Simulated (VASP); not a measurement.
Set up this calculation in VASP 6.6.1, as the native input.

| Property | Result |
| --- | --- |
| Task | single point |
| Functional | PBE |
| Potentials or basis | VASP PAW PBE potentials, release 64 (B) |
| Cutoff | 520 eV |
| k mesh | 8 × 8 × 8 |
| Occupations | gaussian, width 0.1 eV |
| Spin | no spin polarisation |
| Dipole correction | no |
| Further INCAR settings | ALGO = Normal; EDIFF = 1e-06; NBANDS = 22 |

The structure of B lies in POSCAR:

```
B
1.0
    0.0000000000      2.8663444100      2.8663444100
    2.8663444100      0.0000000000      2.8663444100
    2.8663444100      2.8663444100      0.0000000000
B
8
Direct
    0.0000000000      0.0000000000      0.0000000000
    1.0000000000      0.0000000000      0.5000000000
    1.0000000000      0.5000000000      0.0000000000
    1.0000000000      0.5000000000      0.5000000000
    0.5000000000      1.0000000000      0.0000000000
    0.5000000000      1.0000000000      0.5000000000
    0.5000000000      0.5000000000      0.0000000000
    0.5000000000      0.5000000000      0.5000000000
```

This isn't the form of B at room conditions, which is rhombohedral.

These files were run (other wordings do the same):

INCAR

```
  PREC = Accurate
  ENCUT = 520
  EDIFF = 1E-6
  ISMEAR = 0
  SIGMA = 0.1
  LREAL = False
  LASPH = True
  NELM = 80
  ALGO = Normal
  ISIF = 2
  LWAVE = False
  LCHARG = True
  GGA = PE
  LELF = True
  LVHAR = True
  NBANDS = 22
```

KPOINTS

```
Automatic mesh
0
Gamma
  8 8 8
```

Potentials or basis: VASP PAW PBE potentials, release 64 (B).

The run is started by

```bash
$ cat potpaw_PBE.64/B/POTCAR > POTCAR
$ mpirun -np 1 vasp_std > vasp.out
```

It gave:

```json
{
 "Pressure": "-0.5 GPa",
 "Band gap on the k mesh": "zero (bands 12 and 13 overlap by 3.10 eV)"
}
```

Run time: 22 s on 1 thread of Intel(R) Xeon(R) Platinum 8488C (Sapphire Rapids) (shared host), peak memory 0.16 GiB.
